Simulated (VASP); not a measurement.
# Ti (Fm-3m) in VASP: a series of runs, part 2 of 2

VASP 6.6.1. The steps go on from the part before.

## 5. Single point, PBE (volume scaled by 1.01)

INCAR reads:

```
ALGO = Normal
EDIFF = 1E-6
ENCUT = 520
GGA = PE
ISIF = 2
ISMEAR = -1
LASPH = T
LCHARG = F
LREAL = F
LWAVE = F
NBANDS = 12
NELM = 100
PREC = Accurate
SIGMA = 0.05
```

KPOINTS reads:

```
k-points
0
Gamma
  15 15 15
```

POSCAR reads:

```
Ti
1.0
    0.0000000000      2.0367442356      2.0367442356
    2.0367442356      0.0000000000      2.0367442356
    2.0367442356      2.0367442356      0.0000000000
Ti
1
Direct
    0.0000000000      0.0000000000      0.0000000000
```

Potentials or basis: VASP PAW PBE potentials, release 64 (Ti_sv).

Started as:

```console
$ cat potpaw_PBE.64/Ti_sv/POTCAR > POTCAR
$ mpirun -np 1 vasp_std > vasp.out
```

OUTCAR:

```text
EDIFF = 1E-6
   ENCUT = 520
   GGA = PE
   ISIF = 2
   ISMEAR = -1
   LASPH = T
   LREAL = F
   NELM = 100
   PREC = Accurate

 ion  position               nearest neighbor table
   1  0.000  0.000  0.000-

  LATTYP: Found a face centered cubic cell.
 ALAT       =     4.0734884712

  Lattice vectors:

 A1 = (   0.0000000000,   2.0367442356,   2.0367442356)
 A2 = (   2.0367442356,   0.0000000000,   2.0367442356)
 A3 = (   2.0367442356,   2.0367442356,   0.0000000000)

Analysis of symmetry for initial positions (statically):
=====================================================================
 Subroutine PRICEL returns:
 Original cell was already a primitive cell.

 Routine SETGRP: Setting up the symmetry group for a
 face centered cubic supercell.

 Subroutine GETGRP returns: Found 48 space group operations
 (whereof 48 operations were pure point group operations)
 out of a pool of 48 trial point group operations.

The static configuration has the point symmetry O_h .

Analysis of symmetry for dynamics (positions and initial velocities):
=====================================================================
 Subroutine PRICEL returns:
 Original cell was already a primitive cell.

[... 158 lines left out ...]
 Fermi energy:         8.5163130618

 k-point     1 :       0.0000    0.0000    0.0000
  band No.  band energies     occupation
      1     -48.1535      2.00000
      2     -23.9797      2.00000
      3     -23.9797      2.00000
      4     -23.9797      2.00000
      5       2.3534      2.00000
      6       9.4038      0.00000
      7       9.4038      0.00000
      8       9.4038      0.00000
      9      11.0965      0.00000
     10      11.0965      0.00000
     11      23.9132      0.00000
     12      28.5259      0.00000
[... 331 lines left out ...]
 k-point    24 :       0.2000    0.1333    0.0000
  band No.  band energies     occupation
      1     -48.1056      2.00000
      2     -24.1881      2.00000
      3     -24.0441      2.00000
      4     -24.0382      2.00000
      5       3.6000      2.00000
      6       8.5899      0.37306
      7       9.8570      0.00000
      8       9.9257      0.00000
      9      10.4260      0.00000
     10      11.3543      0.00000
     11      24.4509      0.00000
     12      25.1752      0.00000

 [... further k-points ...]
[... 5 lines left out ...]
  --------------------------------------------------------------------------------------
  -------------------------------------------------------------------------------------
  Total        0.3127206      0.3127206      0.3127206      0.0000000      0.0000000      0.0000000
  in kB       29.6502012     29.6502012     29.6502012      0.0000000      0.0000000      0.0000000
  external PRESSURE =      29.6502012 kB  Pullay stress =       0.0000000 kB

 VOLUME and BASIS-vectors are now :
 -----------------------------------------------------------------------------
  energy-cutoff  :      520.00
  volume of cell :       16.90
      direct lattice vectors                 reciprocal lattice vectors
     0.000000000  2.036744236  2.036744236    -0.245489832  0.245489832  0.245489832
     2.036744236  0.000000000  2.036744236     0.245489832 -0.245489832  0.245489832
     2.036744236  2.036744236  0.000000000     0.245489832  0.245489832 -0.245489832

 POSITION                                       TOTAL-FORCE (eV/Angst)
 -----------------------------------------------------------------------------------
      0.00000      0.00000      0.00000         0.000000      0.000000      0.000000
 -----------------------------------------------------------------------------------
    total drift:                               -0.000000      0.000000      0.000000

  FREE ENERGIE OF THE ION-ELECTRON SYSTEM (eV)
  ---------------------------------------------------
  free  energy   TOTEN  =        -7.7810473155 eV

  energy  without entropy=       -7.7673419825  energy(sigma->0) =       -7.77419465
```

OSZICAR:

```text
N       E                     dE             d eps       ncg     rms          rms(c)
DAV:   1     0.880950838374E+02    0.88095E+02   -0.65151E+03  2892   0.121E+03
DAV:   2    -0.434374316022E+01   -0.92439E+02   -0.89945E+02  2920   0.299E+02
DAV:   3    -0.866350769144E+01   -0.43198E+01   -0.42715E+01  4028   0.658E+01
DAV:   4    -0.875239754920E+01   -0.88890E-01   -0.88819E-01  3224   0.829E+00
DAV:   5    -0.875471576764E+01   -0.23182E-02   -0.23181E-02  3516   0.116E+00    0.853E+00
DAV:   6    -0.778435773086E+01    0.97036E+00   -0.19719E+00  3116   0.212E+01    0.228E+00
DAV:   7    -0.777036701976E+01    0.13991E-01   -0.98570E-02  3532   0.379E+00    0.130E+00
DAV:   8    -0.778066396771E+01   -0.10297E-01   -0.38996E-02  2964   0.243E+00    0.151E-01
DAV:   9    -0.778101994894E+01   -0.35598E-03   -0.39784E-03  3592   0.694E-01    0.886E-02
DAV:  10    -0.778107354888E+01   -0.53600E-04   -0.24246E-04  3060   0.181E-01    0.237E-02
DAV:  11    -0.778104786502E+01    0.25684E-04   -0.22349E-05  3484   0.591E-02    0.102E-02
DAV:  12    -0.778104731554E+01    0.54948E-06   -0.17159E-06  3076   0.172E-02
   1 F= -.77810473E+01 E0= -.77741946E+01  d E =-.137053E-01
```

Wall time 10 s (1 thread of Intel Xeon Platinum 8488C (Sapphire Rapids), shared host); peak memory 0.15 GiB.

What came out:

| Quantity | Value |
| --- | --- |
| Free energy | -7.7810 eV |
| Pressure | 3.0 GPa |
| Band gap on the k mesh | zero (band 6 reaches 9.40 eV, above the bottom of band 7 at 8.23 eV) |

## 6. Single point, PBE (volume scaled by 1.02)

INCAR reads:

```
ALGO = Normal
EDIFF = 1E-6
ENCUT = 520
GGA = PE
ISIF = 2
ISMEAR = -1
LASPH = T
LCHARG = T
LELF = T
LREAL = F
LVHAR = T
LWAVE = F
NBANDS = 12
NELM = 60
PREC = Accurate
SIGMA = 0.05
```

KPOINTS is that of step 5.

POSCAR reads:

```
Ti
1.0
    0.0000000000      2.0434441004      2.0434441004
    2.0434441004      0.0000000000      2.0434441004
    2.0434441004      2.0434441004      0.0000000000
Ti
1
Direct
    0.0000000000      0.0000000000      0.0000000000
```

Potentials or basis: VASP PAW PBE potentials, release 64 (Ti_sv).

Started as:

```console
$ cat potpaw_PBE.64/Ti_sv/POTCAR > POTCAR
$ mpirun -np 1 vasp_std > vasp.out
```

OUTCAR:

```text
EDIFF = 1E-6
   ENCUT = 520
   GGA = PE
   ISIF = 2
   ISMEAR = -1
   LASPH = T
   LREAL = F
   NELM = 60
   PREC = Accurate

 ion  position               nearest neighbor table
   1  0.000  0.000  0.000-

  LATTYP: Found a face centered cubic cell.
 ALAT       =     4.0868882008

  Lattice vectors:

 A1 = (   0.0000000000,   2.0434441004,   2.0434441004)
 A2 = (   2.0434441004,   0.0000000000,   2.0434441004)
 A3 = (   2.0434441004,   2.0434441004,   0.0000000000)

[... 537 lines left out ...]
     12      24.9831      0.00000

 [... further k-points ...]

------------------------ aborting loop because EDIFF is reached ----------------------------------------

  FORCE on cell =-STRESS in cart. coord.  units (eV):
  Direction    XX          YY          ZZ          XY          YZ          ZX
  --------------------------------------------------------------------------------------
  -------------------------------------------------------------------------------------
  Total        0.1943501      0.1943501      0.1943501     -0.0000000     -0.0000000      0.0000000
  in kB       18.2463975     18.2463975     18.2463975     -0.0000000     -0.0000000      0.0000000
  external PRESSURE =      18.2463975 kB  Pullay stress =       0.0000000 kB

 VOLUME and BASIS-vectors are now :
 -----------------------------------------------------------------------------
  energy-cutoff  :      520.00
  volume of cell :       17.07
      direct lattice vectors                 reciprocal lattice vectors
     0.000000000  2.043444100  2.043444100    -0.244684941  0.244684941  0.244684941
     2.043444100  0.000000000  2.043444100     0.244684941 -0.244684941  0.244684941
     2.043444100  2.043444100  0.000000000     0.244684941  0.244684941 -0.244684941

 POSITION                                       TOTAL-FORCE (eV/Angst)
 -----------------------------------------------------------------------------------
      0.00000      0.00000      0.00000         0.000000     -0.000000     -0.000000
 -----------------------------------------------------------------------------------
    total drift:                               -0.000000      0.000000      0.000000

  FREE ENERGIE OF THE ION-ELECTRON SYSTEM (eV)
  ---------------------------------------------------
  free  energy   TOTEN  =        -7.7836082396 eV

  energy  without entropy=       -7.7698294145  energy(sigma->0) =       -7.77671883
```

OSZICAR:

```text
N       E                     dE             d eps       ncg     rms          rms(c)
DAV:   1     0.881461163177E+02    0.88146E+02   -0.65468E+03  2884   0.121E+03
DAV:   2    -0.430631512616E+01   -0.92452E+02   -0.90049E+02  2972   0.299E+02
DAV:   3    -0.866182607352E+01   -0.43555E+01   -0.43130E+01  3856   0.660E+01
DAV:   4    -0.877063213331E+01   -0.10881E+00   -0.10871E+00  3292   0.939E+00
DAV:   5    -0.877361391059E+01   -0.29818E-02   -0.29816E-02  3452   0.136E+00    0.845E+00
DAV:   6    -0.778776456321E+01    0.98585E+00   -0.20098E+00  3140   0.213E+01    0.224E+00
DAV:   7    -0.777341308069E+01    0.14351E-01   -0.99331E-02  3516   0.376E+00    0.129E+00
DAV:   8    -0.778323655004E+01   -0.98235E-02   -0.38413E-02  2980   0.243E+00    0.154E-01
DAV:   9    -0.778358507283E+01   -0.34852E-03   -0.39942E-03  3624   0.703E-01    0.873E-02
DAV:  10    -0.778363389776E+01   -0.48825E-04   -0.23892E-04  3028   0.181E-01    0.239E-02
DAV:  11    -0.778360884058E+01    0.25057E-04   -0.22206E-05  3496   0.588E-02    0.102E-02
DAV:  12    -0.778360823959E+01    0.60099E-06   -0.17807E-06  3052   0.177E-02
   1 F= -.77836082E+01 E0= -.77767188E+01  d E =-.137788E-01
```

stdout:

```text
POSCAR found type information on POSCAR Ti
 POSCAR found :  1 types and       1 ions
 scaLAPACK will be used
 LDA part: xc-table for (Slater+PW92), standard interpolation
 POSCAR, INCAR and KPOINTS ok, starting setup
 FFT: planning ... GRIDC
 FFT: planning ... GRID_SOFT
 FFT: planning ... GRID
 WAVECAR not read
 entering main loop
```

It took 11 s on 1 thread of Intel Xeon Platinum 8488C (Sapphire Rapids), shared host; peak memory 0.15 GiB.

Results:

```
Free energy            : -7.7836 eV
Pressure               : 1.8 GPa
Band gap on the k mesh : zero (band 6 reaches 9.29 eV, above the bottom of band 7 at 8.13 eV)
```

## 7. The runs side by side

```csv
cell,gap on the mesh (eV),pressure (GPa)
"a = 2.832 Å, angles 60.0°, 1 atom",none,9.4
"a = 2.852 Å, angles 60.0°, 1 atom",none,6.7
"a = 2.861 Å, angles 60.0°, 1 atom",none,5.4
"a = 2.880 Å, angles 60.0°, 1 atom",none,3.0
"a = 2.890 Å, angles 60.0°, 1 atom",none,1.8
```

Alike in all rows: task single point; level PBE; potentials or basis VASP PAW PBE potentials, release 64 (Ti_sv); no spin polarisation; k mesh 15 × 15 × 15; cutoff (eV) 520; smearing fermi-dirac 0.05 eV.

Total energies depend on the potentials used, so only differences within one code and one set of settings carry meaning.
